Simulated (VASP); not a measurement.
# HfO2 (Fm-3m) in VASP: further runs, part 2 of 2

VASP 6.6.1. The steps go on from the part before.

### Step 3. Vibrations by perturbation theory, PBE

The input, INCAR:

```
PREC     = Accurate       # precision mode
ENCUT    = 520            # plane-wave cutoff, eV
EDIFF    = 1E-8           # SCF threshold, eV
ISMEAR   = 0              # smearing method
SIGMA    = 0.01           # smearing width, eV
LREAL    = F              # projectors in reciprocal space
LASPH    = T              # aspherical terms in the spheres
NELM     = 100            # most SCF steps
ALGO     = Normal         # electronic algorithm
ISIF     = 2              # what is computed and relaxed
LWAVE    = F              # write WAVECAR
LCHARG   = F              # write CHGCAR
GGA      = PE             # functional
NBANDS   = 18             # bands
IBRION   = 8              # ionic algorithm
NSW      = 1              # ionic steps
LEPSILON = T              # dielectric tensor by DFPT
```

The input, KPOINTS:

```
regular mesh
0
Gamma
  8 8 8
```

The input, POSCAR:

```
HfO2
1.0
    0.0000000000      2.5488057759      2.5488057759
    2.5488057759      0.0000000000      2.5488057759
    2.5488057759      2.5488057759      0.0000000000
Hf O
1 2
Direct
    0.0000000000      0.0000000000      0.0000000000
    0.2500000000      0.2500000000      0.2500000000
    0.7500000000      0.7500000000      0.7500000000
```

Potentials or basis: VASP PAW PBE potentials, release 64 (Hf_pv, O).

Command:

```
$ cat potpaw_PBE.64/Hf_pv/POTCAR potpaw_PBE.64/O/POTCAR > POTCAR
$ mpirun -np 1 vasp_std > vasp.out
```

OUTCAR:

```text
PREC = Accurate
   ENCUT = 520
   EDIFF = 1E-8
   ISMEAR = 0
   LREAL = F
   LASPH = T
   NELM = 100
   ISIF = 2
   GGA = PE
   IBRION = 8
   NSW = 1
   LEPSILON = T

 ion  position               nearest neighbor table
   1  0.000  0.000  0.000-   3 2.21   3 2.21   3 2.21   2 2.21   3 2.21   2 2.21   2 2.21   2 2.21

   2  0.250  0.250  0.250-   1 2.21   1 2.21   1 2.21   1 2.21
   3  0.750  0.750  0.750-   1 2.21   1 2.21   1 2.21   1 2.21

  LATTYP: Found a face centered cubic cell.
 ALAT       =     5.0976115518

  Lattice vectors:

 A1 = (   0.0000000000,   2.5488057759,   2.5488057759)
 A2 = (   2.5488057759,   0.0000000000,   2.5488057759)
 A3 = (   2.5488057759,   2.5488057759,   0.0000000000)

Analysis of symmetry for initial positions (statically):
=====================================================================
 Subroutine PRICEL returns:
 Original cell was already a primitive cell.

 Routine SETGRP: Setting up the symmetry group for a
 face centered cubic supercell.

 Subroutine GETGRP returns: Found 48 space group operations
 (whereof 48 operations were pure point group operations)
 out of a pool of 48 trial point group operations.

The static configuration has the point symmetry O_h .

Analysis of symmetry for dynamics (positions and initial velocities):
=====================================================================
[... 780 lines left out ...]
 ion    1
    1     5.51135     0.00000     0.00000
    2     0.00000     5.51135     0.00000
    3     0.00000     0.00000     5.51135
 ion    2
    1    -2.75567     0.00000     0.00000
    2     0.00000    -2.75567     0.00000
    3     0.00000     0.00000    -2.75567
 ion    3
    1    -2.75567     0.00000     0.00000
    2     0.00000    -2.75567     0.00000
    3     0.00000     0.00000    -2.75567

 INTERNAL STRAIN TENSOR FOR ION    3 for displacements in x,y,z  (eV/Angst):
          X           Y           Z          XY          YZ          ZX
  --------------------------------------------------------------------------------
  x     0.00000    -0.00000    -0.00000     0.00000     6.06416     0.00000
  y     0.00000    -0.00000     0.00000     0.00000     0.00000     6.06416
  z    -0.00000    -0.00000     0.00000     6.06416     0.00000     0.00000

 SECOND DERIVATIVES (NOT SYMMETRIZED)
 ------------------------------------
               1X          1Y          1Z          2X          2Y          2Z          3X          3Y          3Z
  1X    -4.353928    0.000000    0.000000    2.176964    0.000000    0.000000    2.176964    0.000000    0.000000
  1Y     0.000000   -4.353928    0.000000    0.000000    2.176964    0.000000    0.000000    2.176964    0.000000
  1Z     0.000000    0.000000   -4.353928    0.000000    0.000000    2.176964    0.000000    0.000000    2.176964
  2X     2.165765    0.000000    0.000000  -10.275793    0.000000    0.000000    8.110029    0.000000    0.000000
  2Y     0.000000    2.165765    0.000000    0.000000  -10.275793    0.000000    0.000000    8.110029    0.000000
  2Z     0.000000    0.000000    2.165765    0.000000    0.000000  -10.275793    0.000000    0.000000    8.110029
  3X     2.165765    0.000000    0.000000    8.110029    0.000000    0.000000  -10.275793    0.000000    0.000000
  3Y     0.000000    2.165765    0.000000    0.000000    8.110029    0.000000    0.000000  -10.275793    0.000000
  3Z     0.000000    0.000000    2.165765    0.000000    0.000000    8.110029    0.000000    0.000000  -10.275793

 Eigenvectors and eigenvalues of the dynamical matrix
 ----------------------------------------------------

   1 f  =   16.758389 THz   105.296062 2PiTHz  558.999681 cm-1    69.307096 meV
             X         Y         Z           dx          dy          dz
      0.000000  0.000000  0.000000     0.000000   -0.000000    0.000000
      1.274403  1.274403  1.274403     0.061147   -0.704458    0.000000
      3.823209  3.823209  3.823209    -0.061147    0.704458    0.000000
[... 43 lines left out ...]
   9 f/i=    0.005796 THz     0.036418 2PiTHz    0.193339 cm-1     0.023971 meV
             X         Y         Z           dx          dy          dz
      0.000000  0.000000  0.000000     0.666324    0.038553   -0.633903
      1.274403  1.274403  1.274403     0.200014    0.011573   -0.190282
      3.823209  3.823209  3.823209     0.200014    0.011573   -0.190282

--------------------------------------------------------------------------------------------------------

 MACROSCOPIC STATIC DIELECTRIC TENSOR IONIC CONTRIBUTION
 ------------------------------------------------------
          38.186010    -0.000000     0.000000
          -0.000000    38.186010     0.000000
           0.000000     0.000000    38.186010
 ------------------------------------------------------

 ELASTIC MODULI CONTR FROM IONIC RELAXATION (kBar)
 Direction    XX          YY          ZZ          XY          YZ          ZX
 --------------------------------------------------------------------------------
 XX          -0.0000      0.0000      0.0000      0.0000     -0.0000     -0.0000
 YY           0.0000     -0.0000      0.0000      0.0000      0.0000      0.0000
 ZZ           0.0000      0.0000     -0.0000     -0.0000      0.0000     -0.0000
 XY           0.0000      0.0000     -0.0000   -193.5344     -0.0000      0.0000
 YZ          -0.0000      0.0000      0.0000     -0.0000   -193.5344     -0.0000
 ZX          -0.0000      0.0000     -0.0000      0.0000     -0.0000   -193.5344
 --------------------------------------------------------------------------------

 PIEZOELECTRIC TENSOR IONIC CONTR  for field in x, y, z        (C/m^2)
          XX          YY          ZZ          XY          YZ          ZX
  --------------------------------------------------------------------------------
  x    -0.00000     0.00000    -0.00000    -0.00000    -0.00000    -0.00000
  y    -0.00000     0.00000     0.00000     0.00000    -0.00000     0.00000
  z     0.00000    -0.00000    -0.00000    -0.00000     0.00000    -0.00000
```

OSZICAR:

```text
N       E                     dE             d eps       ncg     rms          rms(c)
DAV:   1     0.934079817445E+02    0.93408E+02   -0.12673E+04  1044   0.121E+03
DAV:   2    -0.318798883270E+02   -0.12529E+03   -0.12019E+03  1358   0.288E+02
DAV:   3    -0.360267092771E+02   -0.41468E+01   -0.41276E+01  1180   0.464E+01
[... 173 lines left out ...]
RMM:   8    -0.368269530265E+00   -0.48805E-05   -0.74351E-09  5934   0.883E-04    0.510E-04
RMM:   9    -0.368270064212E+00   -0.53395E-06   -0.83134E-09  6309   0.225E-04    0.124E-04
RMM:  10    -0.368269678189E+00    0.38602E-06   -0.60325E-09  6463   0.960E-05    0.178E-05
RMM:  11    -0.368269645059E+00    0.33130E-07   -0.94521E-09  6600   0.547E-05    0.181E-05
RMM:  12    -0.368269663953E+00   -0.18894E-07   -0.96701E-09  6575   0.502E-05    0.291E-06
RMM:  13    -0.368269662012E+00    0.19407E-08    0.32697E-08  6528   0.460E-05    0.166E-06
 Linear response finished
```

stdout:

```text
POSCAR found type information on POSCAR HfO
 POSCAR found :  2 types and       3 ions
 scaLAPACK will be used
 LDA part: xc-table for (Slater+PW92), standard interpolation
 POSCAR, INCAR and KPOINTS ok, starting setup
 FFT: planning ... GRIDC
 FFT: planning ... GRID_SOFT
 FFT: planning ... GRID
 WAVECAR not read
 entering main loop
[... 23 lines left out ...]
  Direction:   3
 dielectric tensor                  component  3 :     0.004     0.034     5.263
 Linear response DOF=           2
 Linear response progress:
 first order change of Fermi-energy  -0.29422E-03
 force on displaced ion       1 direction 1 :  -4.354   0.000   0.000
 Born effective charge ion    1 direction 1 :   5.511   0.000   0.000
 Linear response progress:
 first order change of Fermi-energy  -0.28513E-04
 force on displaced ion       2 direction 1 : -10.276  -0.000  -0.000
 Born effective charge ion    2 direction 1 :  -2.756   0.000   0.000
 Born effective charges drift removed
 Linear response finished
```

Wall time 3 min (1 thread of Intel Xeon 6975P-C (Granite Rapids), shared host); peak memory 0.3 GiB.

Results:

```
Electronic dielectric tensor (diagonal)                 : 5.26
Born charges (mean of the diagonal)                     : Hf +5.51; O -2.76 e
Highest phonon frequency at Γ, LO-TO splitting left out : 559 cm⁻¹
```

Phonon frequencies in cm⁻¹ (negative: imaginary):
```
              q point                    frequencies
(0.000, 0.000, 0.000)  0 0 0 208 208 208 559 559 559
```

Electronic dielectric tensor:
```
5.26 0.00 0.00
0.00 5.26 0.00
0.00 0.00 5.26
```

Born effective charge tensors (e):
atom 1, Hf
```
5.51 0.00 0.00
0.00 5.51 0.00
0.00 0.00 5.51
```
atom 2, O
```
-2.76  0.00  0.00
 0.00 -2.76  0.00
 0.00  0.00 -2.76
```
atom 3, O
```
-2.76  0.00  0.00
 0.00 -2.76  0.00
 0.00  0.00 -2.76
```

Caveat: the cell wasn't relaxed at this level first, which shifts response properties; spin-orbit coupling is left out, which moves the levels of the heavy elements.

### Step 4. Elastic constants, PBE

The input, INCAR:

```
ALGO = Normal
EDIFF = 1E-8
ENCUT = 600
GGA = PE
IBRION = 6
ISIF = 3
ISMEAR = 0
LASPH = T
LCHARG = F
LREAL = F
LWAVE = F
NBANDS = 18
NELM = 80
NFREE = 2
NSW = 1
POTIM = 0.015
PREC = Accurate
SIGMA = 0.01
```

The input, KPOINTS:

```
k-points
0
Gamma
  8 8 8
```

POSCAR is that of step 3.

Command:

```
$ cat potpaw_PBE.64/Hf_pv/POTCAR potpaw_PBE.64/O/POTCAR > POTCAR
$ mpirun -np 1 vasp_std > vasp.out
```

It took 7 min on 1 thread of Intel Xeon 6975P-C (Granite Rapids), shared host; peak memory 0.37 GiB.

The run converged. Its results:

* Elastic constants C11, C12, C44: 544, 86, 64 GPa
* Voigt bulk modulus: 239 GPa
* Highest phonon frequency at Γ, LO-TO splitting left out: 559 cm⁻¹

Phonon frequencies in cm⁻¹ (negative: imaginary):
```
              q point                    frequencies
(0.000, 0.000, 0.000)  0 0 0 208 208 208 559 559 559
```

Elastic tensor in Voigt notation (GPa, in the Cartesian axes of the cell as first typed):
```
544  86  86   0   0   0
 86 544  86   0   0   0
 86  86 544   0   0   0
  0   0   0  64   0   0
  0   0   0   0  64   0
  0   0   0   0   0  64
```

Clamped-ion elastic tensor (GPa):
```
544  86  86   0   0   0
 86 544  86   0   0   0
 86  86 544   0   0   0
  0   0   0  83   0   0
  0   0   0   0  83   0
  0   0   0   0   0  83
```

Caveat: the cell is under stress, which shifts elastic constants; spin-orbit coupling is left out, which moves the levels of the heavy elements.
